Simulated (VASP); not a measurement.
# Ca3Ta (P6_3/mmc) in VASP: notebook

Runs on Ca3Ta. Level: PBE. Tasks: relaxation of cell and atoms, single point.

Everything below comes from runs of VASP 6.6.1. Logs are shortened: lines on timing, memory, paths and dates and some standing lists are left out, and cuts for length are marked.

## 1. The cell of the first run

Symmetry: P6_3/mmc, No. 194, hexagonal system. Conventional cell: a = 6.662 Å, b = 6.662 Å, c = 5.347 Å, α = 90.00°, β = 90.00°, γ = 120.00°. Within 4.3 Å of Ca (site symmetry mm2) lie 4 Ta at 3.29 to 3.33 Å and 8 Ca at 3.30 to 3.34 Å. Within 4.3 Å of Ta (site symmetry -6m2) lie 12 Ca at 3.29 to 3.33 Å.

## 2. Relaxation of cell and atoms, PBE

File INCAR:

```
SYSTEM = Ca3Ta
  ALGO = Fast
  EDIFF = 1E-6
  EDIFFG = -0.04
  ENCUT = 600
  GGA = PE
  IBRION = 2
  ISIF = 3
  ISMEAR = 0
  LASPH = .TRUE.
  LCHARG = .FALSE.
  LREAL = .FALSE.
  LWAVE = .FALSE.
  NELM = 100
  NSW = 90
  PREC = Accurate
  SIGMA = 0.1
```

File KPOINTS:

```
k-points
0
G
  3 3 4
  0 0 0
```

File POSCAR:

```
Ca3Ta
1.0
    6.6622328233      0.0000000000      0.0000000000
   -3.3311164116      5.7696628709      0.0000000000
    0.0000000000      0.0000000000      5.3474697720
Ca Ta
6 2
Direct
    0.8330000000      0.6660000000      0.2500000000
    0.1670000000      0.8330000000      0.7500000000
    0.3340000000      0.1670000000      0.2500000000
    0.1670000000      0.3340000000      0.7500000000
    0.8330000000      0.1670000000      0.2500000000
    0.6660000000      0.8330000000      0.7500000000
    0.3333333333      0.6666666667      0.2500000000
    0.6666666667      0.3333333333      0.7500000000
```

Potentials or basis: VASP PAW PBE potentials, release 64 (Ca_sv, Ta_pv).

Launch:

```bash
cat potpaw_PBE.64/Ca_sv/POTCAR potpaw_PBE.64/Ta_pv/POTCAR > POTCAR
mpirun -np 1 vasp_std > vasp.out
```

OUTCAR:

```text
SYSTEM = Ca3Ta
   EDIFF = 1E-6
   EDIFFG = -0.04
   ENCUT = 600
   GGA = PE
   IBRION = 2
   ISIF = 3
   ISMEAR = 0
   LASPH = .TRUE.
   LREAL = .FALSE.
   NELM = 100
   NSW = 90
   PREC = Accurate

 ion  position               nearest neighbor table
   1  0.833  0.666  0.250-   8 3.29   8 3.29   7 3.33   7 3.33
   2  0.167  0.833  0.750-   7 3.29   7 3.29   8 3.33   8 3.33
   3  0.334  0.167  0.250-   8 3.29   8 3.29   7 3.33   7 3.33
   4  0.167  0.334  0.750-   7 3.29   7 3.29   8 3.33   8 3.33
   5  0.833  0.167  0.250-   8 3.29   8 3.29   7 3.33   7 3.33
   6  0.666  0.833  0.750-   7 3.29   7 3.29   8 3.33   8 3.33
   7  0.333  0.667  0.250-   2 3.29   2 3.29   4 3.29   4 3.29   6 3.29   6 3.29   3 3.33   1 3.33
                             5 3.33   5 3.33   3 3.33   1 3.33
   8  0.667  0.333  0.750-   5 3.29   5 3.29   1 3.29   1 3.29   3 3.29   3 3.29   6 3.33   4 3.33
                             2 3.33   2 3.33   6 3.33   4 3.33

  LATTYP: Found a hexagonal cell.
 ALAT       =     6.6622328233
 C/A-ratio  =     0.8026542923

  Lattice vectors:

 A1 = (   6.6622328233,   0.0000000000,   0.0000000000)
 A2 = (  -3.3311164116,   5.7696628709,   0.0000000000)
 A3 = (   0.0000000000,   0.0000000000,   5.3474697720)

Analysis of symmetry for initial positions (statically):
=====================================================================
 Subroutine PRICEL returns:
 Original cell was already a primitive cell.

 Routine SETGRP: Setting up the symmetry group for a
 hexagonal supercell.

 Subroutine GETGRP returns: Found 24 space group operations
 (whereof 12 operations were pure point group operations)
 out of a pool of 24 trial point group operations.

The static configuration has the point symmetry D_3d.
 The point group associated with its full space group is D_6h.

Analysis of symmetry for dynamics (positions and initial velocities):
=====================================================================
 Subroutine PRICEL returns:
 Original cell was already a primitive cell.

 Routine SETGRP: Setting up the symmetry group for a
 hexagonal supercell.

 Subroutine GETGRP returns: Found 24 space group operations
 (whereof 12 operations were pure point group operations)
 out of a pool of 24 trial point group operations.

The dynamic configuration has the point symmetry D_3d.
 The point group associated with its full space group is D_6h.

 Subroutine INISYM returns: Found 24 space group operations
 (whereof 12 operations are pure point group operations),
 and found     1 'primitive' translations

----------------------------------------------------------------------------------------

                                     Primitive cell

  volume of cell :     205.5505

  direct lattice vectors                    reciprocal lattice vectors
     6.662232823  0.000000000  0.000000000     0.150099828  0.086660176  0.000000000
    -3.331116412  5.769662871  0.000000000     0.000000000  0.173320352  0.000000000
     0.000000000  0.000000000  5.347469772     0.000000000  0.000000000  0.187004330

  length of vectors
     6.662232823  6.662232823  5.347469772     0.173320352  0.173320352  0.187004330

  position of ions in fractional coordinates (direct lattice)
     0.833000000  0.666000000  0.250000000
     0.167000000  0.833000000  0.750000000
     0.334000000  0.167000000  0.250000000
     0.167000000  0.334000000  0.750000000
     0.833000000  0.167000000  0.250000000
     0.666000000  0.833000000  0.750000000
     0.333333333  0.666666667  0.250000000
     0.666666667  0.333333333  0.750000000

  ion indices of the primitive-cell ions
   primitive index   ion index
                 1           1
                 2           2
                 3           3
                 4           4
                 5           5
                 6           6
                 7           7
                 8           8

----------------------------------------------------------------------------------------

 KPOINTS: k-points

Automatic generation of k-mesh.
 Grid dimensions read from file:
 generate k-points for:    3    3    4

 Generating k-lattice:

  Cartesian coordinates                     Fractional coordinates (reciprocal lattice)
     0.050033276  0.028886725  0.000000000     0.333333333  0.000000000  0.000000000
     0.000000000  0.057773451  0.000000000     0.000000000  0.333333333  0.000000000
     0.000000000  0.000000000  0.046751082     0.000000000  0.000000000  0.250000000

  Length of vectors
     0.057773451  0.057773451  0.046751082

  Shift w.r.t. Gamma in fractional coordinates (k-lattice)
     0.000000000  0.000000000  0.000000000

 Subroutine IBZKPT returns following result:
 ===========================================

 Found      9 irreducible k-points:

 Following reciprocal coordinates:
            Coordinates               Weight
  0.000000  0.000000  0.000000      1.000000
  0.333333  0.000000  0.000000      6.000000
  0.333333  0.333333  0.000000      2.000000
  0.000000  0.000000  0.250000      2.000000
  0.333333  0.000000  0.250000     12.000000
  0.333333  0.333333  0.250000      4.000000
  0.000000  0.000000  0.500000      1.000000
  0.333333  0.000000  0.500000      6.000000
  0.333333  0.333333  0.500000      2.000000
   k-points           NKPTS =      9   k-points in BZ     NKDIM =      9   number of bands    NBANDS=     49
   number of dos      NEDOS =    301   number of ions     NIONS =      8
   total plane-waves  NPLWV = 139968
   dimension x,y,z NGX =    54 NGY =   54 NGZ =   48
   dimension x,y,z NGXF=   108 NGYF=  108 NGZF=   96
   ions per type =               6   2
   NGX,Y,Z   is equivalent  to a cutoff of  13.47, 13.47, 14.92 a.u.
   NGXF,Y,Z  is equivalent  to a cutoff of  26.95, 26.95, 29.85 a.u.
 SYSTEM =  Ca3Ta
   PREC   = accura    normal or accurate (medium, high low for compatibility)
   ISTART =      0    job   : 0-new  1-cont  2-samecut
   ICHARG =      2    charge: 1-file 2-atom 10-const
   ISPIN  =      1    spin polarized calculation?
   LNONCOLLINEAR =      F non collinear calculations
   LSORBIT =      F    spin-orbit coupling
   LASPH  =      T    aspherical Exc in radial PAW
   ENCUT  =  600.0 eV  44.10 Ry    6.64 a.u.  13.31 13.31 10.68*2*pi/ulx,y,z
   NELM   =    100;   NELMIN=  2; NELMDL= -5     # of ELM steps
   EDIFF  = 0.1E-05   stopping-criterion for ELM
   LREAL  =      F    real-space projection
   EDIFFG = -.4E-01   stopping-criterion for IOM
   NSW    =     90    number of steps for IOM
   IBRION =      2    ionic relax: 0-MD 1-quasi-New 2-CG
   NFREE  =      1    steps in history (QN), initial steepest desc. (CG)
   ISIF   =      3    stress and relaxation
   ISYM   =      2    0-nonsym 1-usesym 2-fastsym
   POTIM  = 0.5000    time-step for ionic-motion
   TEBEG  =    0.0;   TEEND  =   0.0 temperature during run
   PSTRESS=    0.0 pullay stress
   NELECT =      82.0000    total number of electrons
   NUPDOWN=      -1.0000    fix difference up-down
   EMIN   =  10.00;   EMAX   =-10.00  energy-range for DOS
   EFERMI =   0.00;   METHOD = LEGACY
   ISMEAR =     0;   SIGMA  =   0.10  broadening in eV -4-tet -1-fermi 0-gaus
   EFERMI_NEDOS =   21; number of points for ismear=-14 and -15
   IALGO  =     68    algorithm
   IMIX   =      4    mixing-type and parameters
     AMIX     =   0.40;   BMIX     =  1.00
     AMIX_MAG =   1.60;   BMIX_MAG =  1.00
  volume/ion in A,a.u.               =      25.69       173.39
  Fermi-wavevector in a.u.,A,eV,Ry     =   1.205147  2.277397 19.760811  1.452379
  Thomas-Fermi vector in A             =   2.340851
   LORBIT       =      0    0 simple, 1 ext, 2 COOP (PROOUT), +10 PAW based schemes
   GGA     = PE    functional components
   LHFCALC =     F    Hartree Fock is set to
   AEXX    =    0.0000 exact exchange contribution
   IVDW    =     0    specifies the selected vdW correction
   LEPSILON=     F    determine dielectric tensor
   LRPA    =     F    only Hartree local field effects (RPA)
 conjugate gradient relaxation of ions
 non-spin polarized calculation
 RMM-DIIS sequential band-by-band and
 Gauss-broadening in eV      SIGMA  =   0.10
  energy-cutoff  :      600.00
  volume of cell :      205.55
 maximum number of plane-waves:      6883
 NGX is ok and might be reduce to    54
   NGX = 27   NGY = 27   NGZ = 21

--------------------------------------- Ionic step        1  -------------------------------------------

 number of electron      81.9999994 magnetization

 Free energy of the ion-electron system (eV)
  ---------------------------------------------------
  ext. energy  EPLUGINS =         0.00000000
  ---------------------------------------------------
  free energy    TOTEN  =       -27.75097944 eV

  energy without entropy =      -27.64542148  energy(sigma->0) =      -27.69820046

 E-fermi :   3.8318     XC(G=0):  -9.7884

 val. band max:        3.8259583514   @ k =   0.0000   0.0000   0.2500
 cond. band min:       3.8477072495   @ k =   0.0000   0.0000   0.5000
 fundamental gap:      0.0217488980
 Fermi energy:         3.8318029246

 k-point     1 :       0.0000    0.0000    0.0000
  band No.  band energies     occupation
      1     -36.6934      2.00000
      2     -36.6157      2.00000
      3     -36.6157      2.00000
      4     -36.6084      2.00000
      5     -36.5749      2.00000
      6     -36.5749      2.00000
[... 748 lines left out ...]
  energy  without entropy=      -28.9148968977  energy(sigma->0) =      -28.96931373

--------------------------------------- Ionic step        8  -------------------------------------------

 number of electron      82.0000002 magnetization

 Free energy of the ion-electron system (eV)
  ---------------------------------------------------
  ext. energy  EPLUGINS =         0.00000000
  ---------------------------------------------------
  free energy    TOTEN  =       -29.02441849 eV

  energy without entropy =      -28.91774563  energy(sigma->0) =      -28.97108206

 E-fermi :   2.7888     XC(G=0):  -9.0229

 val. band max:        2.7550006510   @ k =   0.3333   0.0000   0.2500
 cond. band min:       2.7923191500   @ k =   0.3333   0.0000   0.5000
 fundamental gap:      0.0373184991
 Fermi energy:         2.7887756628

 k-point     1 :       0.0000    0.0000    0.0000
  band No.  band energies     occupation
      1     -38.1144      2.00000
      2     -38.0801      2.00000
      3     -38.0772      2.00000
      4     -38.0772      2.00000
      5     -38.0606      2.00000
      6     -38.0606      2.00000
[... 492 lines left out ...]
  FREE ENERGIE OF THE ION-ELECTRON SYSTEM (eV)
  ---------------------------------------------------
  free  energy   TOTEN  =       -29.0244184948 eV

  energy  without entropy=      -28.9177456311  energy(sigma->0) =      -28.97108206

 reached required accuracy - stopping structural energy minimisation
```

It took 17 min on 1 thread of AMD EPYC 9R45 (Zen 5), shared host; peak memory 0.41 GiB.

What came out:

```
Free energy                           : -29.0244 eV
Relaxed volume                        : 31.08 Å³/atom
Relaxed cell                          : a = 7.213 Å, b = 7.213 Å, c = 5.518 Å, α = 90.00°, β = 90.00°, γ = 120.00°
Space group after relaxing (to 0.1 Å) : P6_3/mmc (No. 194)
Energy gained by relaxing             : 159.2 meV/atom
Ionic steps                           : 8
Pressure after relaxing               : -0.1 GPa
Largest force after relaxing          : 0.010 eV/Å
Band gap on the k mesh                : zero (bands 41 and 42 overlap by 0.33 eV)
```

Forces in eV/Å, atoms in the order of the input:
```
Ca   0.000  0.010  0.000
Ca  -0.009  0.005  0.000
Ca  -0.009 -0.005  0.000
Ca   0.000 -0.010  0.000
Ca   0.009 -0.005  0.000
Ca   0.009  0.005  0.000
Ta   0.000  0.000  0.000
Ta   0.000  0.000  0.000
```

Stress tensor (GPa, compression positive):
```
-0.05  0.00  0.00
 0.00 -0.05  0.00
 0.00  0.00 -0.15
```

Step by step:
| step | energy change (eV) | largest force (eV/Å) | pressure (GPa) | volume (Å³) |
| --- | --- | --- | --- | --- |
| 1 | 0.0000 | 0.9184 | 7.85 | 205.55 |
| 2 | -1.1015 | 0.5669 | 0.17 | 245.32 |
| 3 | -1.1145 | 0.5261 | -0.54 | 250.77 |
| 4 | -1.2000 | 0.3383 | -0.33 | 249.28 |
| 5 | -1.2654 | 0.0561 | 0.22 | 246.25 |
| 6 | -1.2657 | 0.0315 | 0.18 | 246.45 |
| 7 | -1.2728 | 0.0162 | -0.01 | 248.01 |
| 8 | -1.2734 | 0.0103 | -0.09 | 248.61 |

Final structure:
```
Ca Ta
1.0
     7.21288    0.00000    0.00000
    -3.60644    6.24653    0.00000
     0.00000    0.00000    5.51778
Ca Ta
6 2
Direct
  0.82188 0.64375 0.25000
  0.17812 0.82188 0.75000
  0.35625 0.17812 0.25000
  0.17812 0.35625 0.75000
  0.82188 0.17812 0.25000
  0.64375 0.82188 0.75000
  0.33333 0.66667 0.25000
  0.66667 0.33333 0.75000
```

Levels at points of the mesh, in eV from the Fermi level:
```csv
k point,band 39,band 40,band 41,band 42,band 43,band 44
"(0.00, 0.00, 0.00)",-0.63,-0.63,-0.48,0.03,0.03,0.36
"(0.00, 0.00, 0.50)",0.11,0.11,0.11,0.11,0.19,0.19
```

Caveat: the k points lie up to 0.34 Å⁻¹ apart in the final cell; the volume moved by over 15 % at a fixed basis, so the end points are rough; spin-orbit coupling is left out, which moves the levels of the heavy elements.

## 3. Single point, PBE

This run uses another cell than the first one, of 30.96 Å³/atom.

File INCAR:

```
ALGO = Fast
EDIFF = 1E-6
ENCUT = 520
GGA = PE
ISIF = 2
ISMEAR = 0
LASPH = T
LCHARG = T
LELF = T
LREAL = F
LVHAR = T
LWAVE = F
NBANDS = 51
NELM = 60
PREC = Accurate
SIGMA = 0.1
```

File KPOINTS:

```
k-points
0
Gamma
  6 6 8
```

File POSCAR:

```
Ca3Ta
1.0
    7.1934708739      0.0000000000      0.0000000000
   -3.5967354370      6.2297285182      0.0000000000
    0.0000000000      0.0000000000      5.5262145270
Ca Ta
6 2
Direct
    0.8219336708      0.6438673417      0.2500000000
    0.1780663292      0.8219336708      0.7500000000
    0.3561326583      0.1780663292      0.2500000000
    0.1780663292      0.3561326583      0.7500000000
    0.8219336708      0.1780663292      0.2500000000
    0.6438673417      0.8219336708      0.7500000000
    0.3333333333      0.6666666667      0.2500000000
    0.6666666667      0.3333333333      0.7500000000
```

Potentials or basis: VASP PAW PBE potentials, release 64 (Ca_sv, Ta_pv).

Launch:

```bash
cat potpaw_PBE.64/Ca_sv/POTCAR potpaw_PBE.64/Ta_pv/POTCAR > POTCAR
mpirun -np 1 vasp_std > vasp.out
```

Run time: 11 min. Hardware: 1 thread of AMD EPYC 9R45 (Zen 5), shared host; peak memory 0.53 GiB.

The run converged. Its results:

```yaml
Free_energy: -29.0163 eV
Pressure: 0.1 GPa
Largest_force: 0.011 eV/Å
Band_gap_on_the_k_mesh: zero (bands 41 and 42 overlap by 0.33 eV)
```

Forces in eV/Å, atoms in the order of the input:
```
Ca   0.000  0.011  0.000
Ca  -0.010  0.006  0.000
Ca  -0.010 -0.006  0.000
Ca   0.000 -0.011  0.000
Ca   0.010 -0.006  0.000
Ca   0.010  0.006  0.000
Ta   0.000  0.000  0.000
Ta   0.000  0.000  0.000
```

Levels at points of the mesh, in eV from the Fermi level:
| k point | band 39 | band 40 | band 41 | band 42 | band 43 | band 44 |
| --- | --- | --- | --- | --- | --- | --- |
| (0.00, 0.00, 0.00) | -0.61 | -0.61 | -0.45 | 0.06 | 0.06 | 0.37 |
| (0.50, 0.00, 0.00) | -0.30 | -0.12 | -0.11 | -0.07 | -0.04 | 0.60 |
| (0.00, 0.00, 0.50) | 0.13 | 0.13 | 0.13 | 0.13 | 0.21 | 0.21 |
| (0.50, 0.00, 0.50) | 0.00 | 0.00 | 0.00 | 0.00 | 0.17 | 0.17 |

Caveat: spin-orbit coupling is left out, which moves the levels of the heavy elements.

The gap in the log of VASP goes by the Fermi energy; the results here count the filled bands.